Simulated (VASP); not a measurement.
A run of VASP 6.6.1:

The input INCAR:

```
  PREC = Accurate
  ENCUT = 600
  EDIFF = 1E-6
  ISMEAR = 0
  SIGMA = 0.1
  LREAL = F
  LASPH = T
  NELM = 80
  ALGO = Fast
  ISIF = 4
  LWAVE = F
  LCHARG = F
  GGA = PS
  IBRION = 2
  NSW = 50
  EDIFFG = -0.01
```

KPOINTS

```
Automatic mesh
0
Gamma
  18 18 18
```

POSCAR

```
In
1.0
   -1.6132599132      1.6132599132      2.5234143608
    1.6132599132     -1.6132599132      2.5234143608
    1.6132599132      1.6132599132     -2.5234143608
In
1
Direct
    0.0000000000      0.0000000000      0.0000000000
```

Potentials or basis: VASP PAW PBE potentials, release 64 (In_d).

Command:

```bash
$ cat potpaw_PBE.64/In_d/POTCAR > POTCAR
$ mpirun -np 1 vasp_std > vasp.out
```

Hardware: 1 thread of Intel Xeon 8259CL, with other jobs on the host.

Problem. How long does it take, and how much memory?

Solution. It took 3.2 min on 1 thread of Intel Xeon 8259CL, on a shared host, peak memory 0.29 GiB. Counts: scf iterations 13, k points 480, ion steps 1.
